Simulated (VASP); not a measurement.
# Ga16HO24 (a cell with a defect) (H interstitial hop between voids) in VASP: notebook, part 2 of 2

VASP 6.6.1. The steps go on from the part before.

### 3 Single point, PBE

File INCAR:

```
SYSTEM = Ga16HO24
PREC = Accurate ; ENCUT = 520
EDIFF = 1E-6 ; ISMEAR = -1
SIGMA = 0.01 ; LREAL = Auto
LASPH = .True. ; NELM = 100
ALGO = Normal ; ISIF = 2
LWAVE = .False. ; LCHARG = .True.
GGA = PE ; LELF = .True.
LVHAR = .True. ; NELECT = 354.0
NBANDS = 202
```

File KPOINTS:

```
regular mesh
0
Gamma
  1 1 1
  0 0 0
```

File POSCAR:

```
Ga16HO24
1.0
    2.5289754500      1.4601046700      4.5413080100
   -5.0579508900      2.9202093400      9.0826160100
    0.0000000000     -5.8404185800      9.0826160400
Ga O H
16 24 1
Direct
    0.8473122743      0.4280656312      0.4267856540
    0.6343108788      0.3208919334      0.3170469500
    0.1527891404      0.0692596652      0.0739133424
    0.3656116463      0.1762895483      0.1838410455
    0.8590030769      0.4305395090      0.9235139272
    0.6446737276      0.3207822823      0.8208917685
    0.1410742462      0.0668712118      0.5771584788
    0.3555859646      0.1765062956      0.6798110454
    0.8582953974      0.9258021856      0.4280810139
    0.6435497536      0.8205007557      0.3210353753
    0.1418484723      0.5716388646      0.0725909903
    0.3565635998      0.6768380446      0.1797888186
    0.8571642546      0.9289804228      0.9273691199
    0.6443856502      0.8238190881      0.8204550114
    0.1429460240      0.5683024703      0.5734106713
    0.3557766002      0.6734617163      0.6802992312
    0.7677834033      0.2075989666      0.0264653247
    0.4528182537      0.0085333464      0.3888867165
    0.0294627489      0.3753584426      0.2285443944
    0.2321948952      0.2894530258      0.4743259824
    0.9706801335      0.1219563497      0.2722191305
    0.5474159747      0.4888138724      0.1118350419
    0.7531903361      0.2104731525      0.5339133403
    0.4511790096      0.0210643878      0.8790816841
    0.0524360362      0.3692695894      0.7305222300
    0.2469284312      0.2867730375      0.9667702033
    0.9476823711      0.1279821542      0.7702037236
    0.5489339797      0.4761601310      0.6216582389
    0.7484628525      0.7165752017      0.0361432490
    0.4434410112      0.5195260863      0.3806987788
    0.0524999566      0.8688550357      0.2293666120
    0.2514399492      0.7807735869      0.4646012829
    0.9476292194      0.6284596471      0.2713991400
    0.5566206420      0.9776868234      0.1200613590
    0.7496272807      0.7091927280      0.5385745008
    0.4477287844      0.5186309952      0.8806319093
    0.0526346367      0.8667177281      0.7300071433
    0.2506214252      0.7879537619      0.9621061182
    0.9475314405      0.6305606402      0.7706975263
    0.5524777925      0.9786085080      0.6200855402
   -0.4998396389      0.2487372558      0.2502429657
```

Potentials or basis: VASP PAW PBE potentials, release 64 (Ga_d, O, H).

Command:

```
cat potpaw_PBE.64/Ga_d/POTCAR potpaw_PBE.64/O/POTCAR potpaw_PBE.64/H/POTCAR > POTCAR
mpirun -np 1 vasp_gam > vasp.out
```

OUTCAR:

```text
SYSTEM = Ga16HO24
   PREC = Accurate
   ENCUT = 520
   EDIFF = 1E-6
   ISMEAR = -1
   LREAL = Auto
   LASPH = .True.
   NELM = 100
   ISIF = 2
   GGA = PE
   NELECT = 354.0

 ion  position               nearest neighbor table
   1  0.847  0.428  0.427-  20 1.91  28 1.94  33 2.00  30 2.06  19 2.06  23 2.18
   2  0.634  0.321  0.317-  41 1.87  20 1.94  21 1.99  22 2.03  19 2.07  30 2.12  23 2.24
   3  0.153  0.069  0.074-  17 1.91  24 1.94  31 2.00  34 2.06  21 2.06  26 2.18
   4  0.366  0.176  0.184-  41 1.87  17 1.94  19 1.99  18 2.03  21 2.07  34 2.12  26 2.24
   5  0.859  0.431  0.924-  26 1.91  22 1.94  39 1.97  25 2.05  36 2.08  17 2.23   6 2.90
   6  0.645  0.321  0.821-  26 1.91  27 1.94  28 1.98  36 2.08  25 2.09  17 2.14   5 2.90
   7  0.141  0.067  0.577-  23 1.91  18 1.94  37 1.97  27 2.05  40 2.08  20 2.23   8 2.90
   8  0.356  0.177  0.680-  23 1.91  25 1.94  24 1.98  40 2.08  27 2.09  20 2.14   7 2.90
   9  0.858  0.926  0.428-  32 1.90  40 1.94  21 2.00  18 2.05  31 2.08  35 2.20  10 2.90
  10  0.644  0.821  0.321-  32 1.91  33 1.93  34 1.98  18 2.05  31 2.09  35 2.20   9 2.90
  11  0.142  0.572  0.073-  29 1.91  36 1.94  19 2.00  22 2.05  33 2.08  38 2.20  12 2.90
  12  0.357  0.677  0.180-  29 1.91  31 1.93  30 1.98  22 2.05  33 2.10  38 2.21  11 2.90
  13  0.857  0.929  0.927-  38 1.90  34 1.93  27 1.97  24 2.08  37 2.10  29 2.17  14 2.89
  14  0.644  0.824  0.820-  38 1.90  39 1.94  40 1.98  37 2.06  24 2.07  29 2.19  13 2.89
  15  0.143  0.568  0.573-  35 1.90  30 1.93  25 1.97  28 2.08  39 2.10  32 2.17  16 2.89
  16  0.356  0.673  0.680-  35 1.90  37 1.94  36 1.98  39 2.06  28 2.08  32 2.19  15 2.89
  17  0.768  0.208  0.026-   3 1.91   4 1.94   6 2.14   5 2.23
  18  0.453  0.009  0.389-   7 1.94   4 2.03   9 2.05  10 2.05
  19  0.029  0.375  0.229-   4 1.99  11 2.00   1 2.06   2 2.07
  20  0.232  0.289  0.474-   1 1.91   2 1.94   8 2.14   7 2.23
[... 18 lines left out ...]
  39  0.948  0.631  0.771-  14 1.94   5 1.97  16 2.06  15 2.10
  40  0.552  0.979  0.620-   9 1.94  14 1.98   8 2.08   7 2.08
  41  0.500  0.249  0.250-   2 1.87   4 1.87

  LATTYP: Found a base centered monoclinic cell.
 ALAT       =    14.7964817495
 B/A-ratio  =     0.6836693984
 C/A-ratio  =     0.3648959286
 COS(beta)  =    -0.0893299994

  Lattice vectors:

 A1 = (   7.5869263400,  -1.4601046700,  -4.5413080000)
 A2 = (   2.5289754500,   7.3005232500,  -4.5413080300)
 A3 = (   2.5289754500,   1.4601046700,   4.5413080100)

Analysis of symmetry for initial positions (statically):
[... 210 lines left out ...]
 non-spin polarized calculation
  energy-cutoff  :      520.00
  volume of cell :      402.46
 maximum number of plane-waves:      5405
   NGX = 21   NGY = 41   NGZ = 41

 number of electron     354.0000029 magnetization

 Free energy of the ion-electron system (eV)
  ---------------------------------------------------
  ext. energy  EPLUGINS =         0.00000000
  ---------------------------------------------------
  free energy    TOTEN  =      -229.63779327 eV

  energy without entropy =     -229.63779327  energy(sigma->0) =     -229.63779327

 E-fermi :   6.0696     XC(G=0): -12.0437

 val. band max:        5.7764726985   @ k =   0.0000   0.0000   0.0000
 cond. band min:       7.2836547414   @ k =   0.0000   0.0000   0.0000
 fundamental gap:      1.5071820429
 Fermi energy:         6.0696045553

 k-point     1 :       0.0000    0.0000    0.0000
  band No.  band energies     occupation
      1     -14.5510      2.00000
      2     -13.7283      2.00000
      3     -13.7068      2.00000
      4     -13.6311      2.00000
      5     -13.5587      2.00000
      6     -13.5555      2.00000
[... 181 lines left out ...]
    188      10.7933      0.00000
    189      10.8108      0.00000
 [bands above 189 left out]

------------------------ aborting loop because EDIFF is reached ----------------------------------------

  FORCE on cell =-STRESS in cart. coord.  units (eV):
  Direction    XX          YY          ZZ          XY          YZ          ZX
  --------------------------------------------------------------------------------------
  -------------------------------------------------------------------------------------
  Total       25.7475681     31.9348593     15.8106929     -5.4750489     -1.6148315     -2.8959754
  in kB      102.5005035    127.1319742     62.9420213    -21.7960494     -6.4286087    -11.5288145
  external PRESSURE =      97.5248330 kB  Pullay stress =       0.0000000 kB

 VOLUME and BASIS-vectors are now :
 -----------------------------------------------------------------------------
  energy-cutoff  :      520.00
  volume of cell :      402.46
      direct lattice vectors                 reciprocal lattice vectors
     2.528975450  1.460104670  4.541308010     0.197708523  0.114147069  0.073400291
    -5.057950890  2.920209340  9.082616010    -0.098854261  0.057073535  0.036700146
     0.000000000 -5.840418580  9.082616040    -0.000000000 -0.114147069  0.036700146

 POSITION                                       TOTAL-FORCE (eV/Angst)
 -----------------------------------------------------------------------------------
     -0.02230     -0.00540     11.61219         0.001765     -0.008194      0.010527
     -0.01890      0.01154      8.67476         0.001081      0.007487      0.002327
      0.03609     -0.00634      1.99425        -0.002747      0.012777     -0.011759
      0.03296     -0.02508      4.93128        -0.006958      0.012714      0.003955
     -0.00525     -2.88221     16.19934         0.004697     -0.015789      0.011809
      0.00786     -2.91631     13.29705         0.003288     -0.006327     -0.014825
[... 33 lines left out ...]
     -3.55255      0.04286     17.02930        -0.005654      0.002861      0.001630
      0.00679     -0.00487      6.80343        -0.001001      0.000217      0.000470
 -----------------------------------------------------------------------------------
    total drift:                                0.020103      0.006075     -0.008895

  FREE ENERGIE OF THE ION-ELECTRON SYSTEM (eV)
  ---------------------------------------------------
  free  energy   TOTEN  =      -229.6377932674 eV

  energy  without entropy=     -229.6377932674  energy(sigma->0) =     -229.63779327
```

It took 4.2 min on 1 thread of Intel Xeon Platinum 8488C (Sapphire Rapids), shared host; peak memory 0.55 GiB.

What came out:

| Quantity | Value |
| --- | --- |
| Free energy | -229.6378 eV |
| Largest force | 0.025 eV/Å |

Forces on the atoms (eV/Å):
```
Ga   0.002 -0.008  0.011
Ga   0.001  0.007  0.002
Ga  -0.003  0.013 -0.012
Ga  -0.007  0.013  0.004
Ga   0.005 -0.016  0.012
Ga   0.003 -0.006 -0.015
Ga   0.004  0.005 -0.010
Ga  -0.001 -0.009  0.007
Ga   0.008 -0.012  0.008
Ga   0.008 -0.008 -0.014
Ga  -0.001  0.003 -0.010
Ga  -0.002  0.001  0.002
Ga   0.004  0.009  0.009
Ga  -0.002 -0.004 -0.009
Ga  -0.004  0.000 -0.012
Ga  -0.002  0.009  0.008
O   -0.010  0.009  0.005
O   -0.010  0.004 -0.003
O    0.007  0.017 -0.006
O    0.007 -0.005  0.004
O   -0.009 -0.010  0.007
O    0.013 -0.009  0.001
O   -0.012  0.014 -0.001
O   -0.007  0.003 -0.003
O    0.006  0.002 -0.004
O    0.003 -0.016 -0.001
O   -0.006 -0.003  0.006
O    0.005  0.000  0.003
O    0.005  0.013  0.010
O    0.004  0.002 -0.005
O    0.000  0.002  0.000
O    0.011 -0.007 -0.001
O    0.000 -0.002 -0.004
O   -0.004 -0.009  0.009
O   -0.005  0.022  0.004
O    0.003 -0.006  0.001
O    0.005  0.002  0.003
O   -0.004 -0.023 -0.007
O   -0.006  0.000 -0.002
O   -0.006  0.003  0.002
H   -0.001  0.000  0.000
```

Caveat: the k points lie up to 1.51 Å⁻¹ apart; the cell carries a net charge on a neutralising background, which shifts energy and pressure; the cell is charged against a uniform background, so pressure and absolute levels hang on convention.
